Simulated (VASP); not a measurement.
# SnSe (Fm-3m) in VASP: a series of runs

The runs below take SnSe through relaxation of cell and atoms, single point, with PBEsol.

All numbers are computed with VASP 6.6.1; they aren't measurements. Logs are shortened: lines on timing, memory, paths and dates and some standing lists are left out, and cuts for length are marked.

### Step 1. The cell of the first run

It takes space group Fm-3m (No. 225, cubic). Conventional cell: a = 5.946 Å, b = 5.946 Å, c = 5.946 Å, α = 90.00°, β = 90.00°, γ = 90.00°. Within 3.9 Å of Sn (site symmetry m-3m) lie 6 Se at 2.97 Å. Se (site symmetry m-3m) has 6 Sn at 2.97 Å within 3.9 Å.

### Step 2. Relaxation of cell and atoms, PBEsol

INCAR reads:

```
  PREC = Accurate
  ENCUT = 600
  EDIFF = 1E-6
  ISMEAR = 0
  SIGMA = 0.01
  LREAL = F
  LASPH = T
  NELM = 100
  ALGO = Normal
  ISIF = 3
  LWAVE = F
  LCHARG = F
  GGA = PS
  IBRION = 2
  NSW = 80
  EDIFFG = -0.001
```

KPOINTS reads:

```
Automatic mesh
0
Gamma
  8 8 8
```

POSCAR reads:

```
SnSe
1.0
    0.0000000000      2.9727546657      2.9727546657
    2.9727546657      0.0000000000      2.9727546657
    2.9727546657      2.9727546657      0.0000000000
Sn Se
1 1
Direct
    0.0000000000      0.0000000000      0.0000000000
    0.5000000000      0.5000000000      0.5000000000
```

Potentials or basis: VASP PAW PBE potentials, release 64 (Sn_d, Se).

The run is started by

```
> cat potpaw_PBE.64/Sn_d/POTCAR potpaw_PBE.64/Se/POTCAR > POTCAR
> mpirun -np 1 vasp_std > vasp.out
```

OUTCAR:

```text
PREC = Accurate
   ENCUT = 600
   EDIFF = 1E-6
   ISMEAR = 0
   LREAL = F
   LASPH = T
   NELM = 100
   ISIF = 3
   GGA = PS
   IBRION = 2
   NSW = 80
   EDIFFG = -0.001

 ion  position               nearest neighbor table
   1  0.000  0.000  0.000-   2 2.97   2 2.97   2 2.97   2 2.97   2 2.97   2 2.97
   2  0.500  0.500  0.500-   1 2.97   1 2.97   1 2.97   1 2.97   1 2.97   1 2.97

  LATTYP: Found a face centered cubic cell.
 ALAT       =     5.9455093314

  Lattice vectors:

 A1 = (   0.0000000000,   2.9727546657,   2.9727546657)
 A2 = (   2.9727546657,   0.0000000000,   2.9727546657)
 A3 = (   2.9727546657,   2.9727546657,   0.0000000000)

Analysis of symmetry for initial positions (statically):
=====================================================================
 Subroutine PRICEL returns:
 Original cell was already a primitive cell.

 Routine SETGRP: Setting up the symmetry group for a
 face centered cubic supercell.

 Subroutine GETGRP returns: Found 48 space group operations
[... 9 lines left out ...]

 Routine SETGRP: Setting up the symmetry group for a
 face centered cubic supercell.

 Subroutine GETGRP returns: Found 48 space group operations
[... 11 lines left out ...]
                                     Primitive cell

  volume of cell :      52.5421

  direct lattice vectors                    reciprocal lattice vectors
     0.000000000  2.972754666  2.972754666    -0.168194169  0.168194169  0.168194169
     2.972754666  0.000000000  2.972754666     0.168194169 -0.168194169  0.168194169
     2.972754666  2.972754666  0.000000000     0.168194169  0.168194169 -0.168194169

  length of vectors
     4.204109966  4.204109966  4.204109966     0.291320846  0.291320846  0.291320846

  position of ions in fractional coordinates (direct lattice)
     0.000000000  0.000000000  0.000000000
     0.500000000  0.500000000  0.500000000

  ion indices of the primitive-cell ions
   primitive index   ion index
                 1           1
                 2           2

----------------------------------------------------------------------------------------

 KPOINTS: Automatic mesh

Automatic generation of k-mesh.
 Grid dimensions read from file:
 generate k-points for:    8    8    8

 Generating k-lattice:

  Cartesian coordinates                     Fractional coordinates (reciprocal lattice)
    -0.021024271  0.021024271  0.021024271     0.125000000  0.000000000  0.000000000
[... 73 lines left out ...]
   EFERMI =   0.00;   METHOD = LEGACY
   ISMEAR =     0;   SIGMA  =   0.01  broadening in eV -4-tet -1-fermi 0-gaus
   EFERMI_NEDOS =   21; number of points for ismear=-14 and -15
   IALGO  =     38    algorithm
   IMIX   =      4    mixing-type and parameters
     AMIX     =   0.40;   BMIX     =  1.00
     AMIX_MAG =   1.60;   BMIX_MAG =  1.00
  volume/ion in A,a.u.               =      26.27       177.29
  Fermi-wavevector in a.u.,A,eV,Ry     =   1.186449  2.242064 19.152396  1.407661
  Thomas-Fermi vector in A             =   2.322622
   LORBIT       =      0    0 simple, 1 ext, 2 COOP (PROOUT), +10 PAW based schemes
   GGA     = PS    functional components
   LHFCALC =     F    Hartree Fock is set to
   AEXX    =    0.0000 exact exchange contribution
   IVDW    =     0    specifies the selected vdW correction
   LEPSILON=     F    determine dielectric tensor
   LRPA    =     F    only Hartree local field effects (RPA)
 conjugate gradient relaxation of ions
 non-spin polarized calculation
 Gauss-broadening in eV      SIGMA  =   0.01
  energy-cutoff  :      600.00
  volume of cell :       52.54
 maximum number of plane-waves:      1807
 NGX is ok and might be reduce to    36
   NGX = 17   NGY = 17   NGZ = 17

--------------------------------------- Ionic step        1  -------------------------------------------

 number of electron      19.9999998 magnetization

 Free energy of the ion-electron system (eV)
  ---------------------------------------------------
  ext. energy  EPLUGINS =         0.00000000
  ---------------------------------------------------
  free energy    TOTEN  =        -8.98596564 eV

  energy without entropy =       -8.98596564  energy(sigma->0) =       -8.98596564

------------------------ aborting loop because EDIFF is reached ----------------------------------------

  FORCE on cell =-STRESS in cart. coord.  units (eV):
  Direction    XX          YY          ZZ          XY          YZ          ZX
  --------------------------------------------------------------------------------------
  -------------------------------------------------------------------------------------
  Total        0.0133242      0.0133242      0.0133242      0.0000000      0.0000000     -0.0000000
  in kB        0.4062983      0.4062983      0.4062983      0.0000000      0.0000000     -0.0000000
  external PRESSURE =       0.4062983 kB  Pullay stress =       0.0000000 kB
[... 167 lines left out ...]
--------------------------------------- Ionic step        6  -------------------------------------------

 number of electron      19.9999998 magnetization

 Free energy of the ion-electron system (eV)
  ---------------------------------------------------
  ext. energy  EPLUGINS =         0.00000000
  ---------------------------------------------------
  free energy    TOTEN  =        -8.98597341 eV

  energy without entropy =       -8.98597341  energy(sigma->0) =       -8.98597341

 E-fermi :   5.8731     XC(G=0):  -9.9420

 val. band max:        5.7412043101   @ k =   0.5000   0.0000   0.0000
 cond. band min:       6.4889297436   @ k =  -0.3750   0.1250   0.0000
 fundamental gap:      0.7477254335
 Fermi energy:         5.8731200711

 k-point     1 :       0.0000    0.0000    0.0000
  band No.  band energies     occupation
      1     -15.6269      2.00000
      2     -15.6269      2.00000
      3     -15.6259      2.00000
      4     -15.6259      2.00000
      5     -15.6259      2.00000
      6      -8.2794      2.00000
      7       0.8649      2.00000
      8       3.5648      2.00000
      9       3.5648      2.00000
     10       3.5648      2.00000
     11      10.2761      0.00000
     12      10.2761      0.00000
     13      10.2761      0.00000
     14      11.6133      0.00000
[... 377 lines left out ...]
      1     -15.6436      2.00000
      2     -15.6309      2.00000
      3     -15.6201      2.00000
      4     -15.6155      2.00000
      5     -15.6093      2.00000
      6      -7.0914      2.00000
      7      -1.9739      2.00000
      8       1.9323      2.00000
      9       2.5111      2.00000
     10       5.0732      2.00000
     11       6.8275      0.00000
     12       9.0040      0.00000
     13       9.9647      0.00000
     14      12.9973      0.00000

 [... further k-points ...]
[... 5 lines left out ...]
  --------------------------------------------------------------------------------------
  -------------------------------------------------------------------------------------
  Total       -0.0015118     -0.0015118     -0.0015118     -0.0000000      0.0000000      0.0000000
  in kB       -0.0460610     -0.0460610     -0.0460610     -0.0000000      0.0000000      0.0000000
  external PRESSURE =      -0.0460610 kB  Pullay stress =       0.0000000 kB
[... 17 lines left out ...]
  FREE ENERGIE OF THE ION-ELECTRON SYSTEM (eV)
  ---------------------------------------------------
  free  energy   TOTEN  =        -8.9859734079 eV

  energy  without entropy=       -8.9859734079  energy(sigma->0) =       -8.98597341

 reached required accuracy - stopping structural energy minimisation
```

Run time: 42 s. Hardware: 1 thread of Intel Xeon Platinum 8488C (Sapphire Rapids), shared host; peak memory 0.22 GiB.

Results:

```
Free energy                            : -8.9860 eV
Relaxed volume                         : 26.29 Å³/atom
Relaxed cell                           : a = 4.205 Å, b = 4.205 Å, c = 4.205 Å, α = 60.00°, β = 60.00°, γ = 60.00°
Space group after relaxing (to 0.05 Å) : Fm-3m (No. 225)
Energy gained by relaxing              : 0.0 meV/atom
Ionic steps                            : 6
Pressure after relaxing                : 0.0 GPa
Band gap on the k mesh                 : 0.75 eV, indirect (least direct gap 0.82 eV)
```

Final structure:
```
CELL_PARAMETERS angstrom
0.00000 2.97356 2.97356
2.97356 0.00000 2.97356
2.97356 2.97356 0.00000
ATOMIC_POSITIONS crystal
Sn 0.00000 0.00000 0.00000
Se 0.50000 0.50000 0.50000
```

Caveat: the PAW data sets were made with another functional, which shifts forces and pressure a little; spin-orbit coupling is left out, which moves the levels of the heavy elements. A k mesh can miss the band edges.

### Step 3. Relaxation of cell and atoms, PBEsol, target pressure 12 GPa, at which the enthalpy is minimised

INCAR reads:

```
ALGO     = Normal         # electronic algorithm
EDIFF    = 1E-7           # SCF threshold, eV
EDIFFG   = -0.001         # ionic threshold
ENCUT    = 600            # plane-wave cutoff, eV
GGA      = PS             # functional
IBRION   = 2              # ionic algorithm
ISIF     = 3              # what is computed and relaxed
ISMEAR   = 0              # smearing method
LASPH    = T              # aspherical terms in the spheres
LCHARG   = F              # write CHGCAR
LREAL    = F              # projectors in reciprocal space
LWAVE    = F              # write WAVECAR
NELM     = 80             # most SCF steps
NSW      = 80             # ionic steps
PREC     = Accurate       # precision mode
PSTRESS  = 120.0        
SIGMA    = 0.01           # smearing width, eV
```

KPOINTS reads:

```
k-points
0
Gamma
  8 8 8
```

POSCAR is that of step 2.

Potentials or basis: VASP PAW PBE potentials, release 64 (Sn_d, Se).

The run is started by

```
> cat potpaw_PBE.64/Sn_d/POTCAR potpaw_PBE.64/Se/POTCAR > POTCAR
> mpirun -np 1 vasp_std > vasp.out
```

Run time: 88 s. Hardware: 1 thread of Intel Xeon Platinum 8488C (Sapphire Rapids), shared host; peak memory 0.22 GiB.

Results (log left out):

```
Free energy                                            : -8.7430 eV
Relaxed volume                                         : 22.57 Å³/atom
Relaxed cell                                           : a = 3.997 Å, b = 3.997 Å, c = 3.997 Å, α = 60.00°, β = 60.00°, γ = 60.00°
Space group after relaxing (to 0.05 Å)                 : Fm-3m (No. 225)
Energy change on relaxing (the enthalpy is what falls) : +121.5 meV/atom
Ionic steps                                            : 7
Pressure after relaxing                                : 12.0 GPa
Band gap on the k mesh                                 : 0.55 eV, indirect (least direct gap 0.66 eV)
```

Step by step:
| step | energy change (eV) | largest force (eV/Å) | pressure (GPa) | volume (Å³) |
| --- | --- | --- | --- | --- |
| 1 | 0.0000 | 0.0000 | 0.04 | 52.54 |
| 2 | 1.0480 | 0.0000 | 31.92 | 39.00 |
| 3 | 0.2284 | 0.0000 | 11.55 | 45.35 |
| 4 | 0.2410 | 0.0000 | 11.94 | 45.18 |
| 5 | 0.2516 | 0.0000 | 12.27 | 45.04 |
| 6 | 0.2350 | 0.0000 | 11.75 | 45.26 |
| 7 | 0.2430 | 0.0000 | 12.00 | 45.15 |

Final structure:
```
Sn Se
1.0
     0.00000    2.82623    2.82623
     2.82623    0.00000    2.82623
     2.82623    2.82623    0.00000
Sn Se
1 1
Cartesian
  0.0000 0.0000 0.0000
  2.8262 2.8262 2.8262
```

Levels at points of the mesh, in eV from the valence-band top:
| k point | band 7 | band 8 | band 9 | band 10 | band 11 | band 12 | band 13 | band 14 |
| --- | --- | --- | --- | --- | --- | --- | --- | --- |
| (0.00, 0.00, 0.00) | -4.62 | -2.99 | -2.99 | -2.99 | 4.79 | 4.79 | 4.79 | 5.33 |
| (0.50, 0.00, 0.00) | -9.44 | -2.68 | -2.68 | -0.47 | 0.81 | 0.81 | 1.15 | 8.46 |
| (0.50, 0.50, 0.00) | -7.16 | -6.35 | -4.85 | -4.85 | 2.00 | 6.23 | 6.23 | 6.99 |

Caveat: the cell is relaxed towards a set pressure, so the enthalpy falls and the energy may rise; the PAW data sets were made with another functional, which shifts forces and pressure a little; spin-orbit coupling is left out, which moves the levels of the heavy elements.

[end of part 1 of 2]
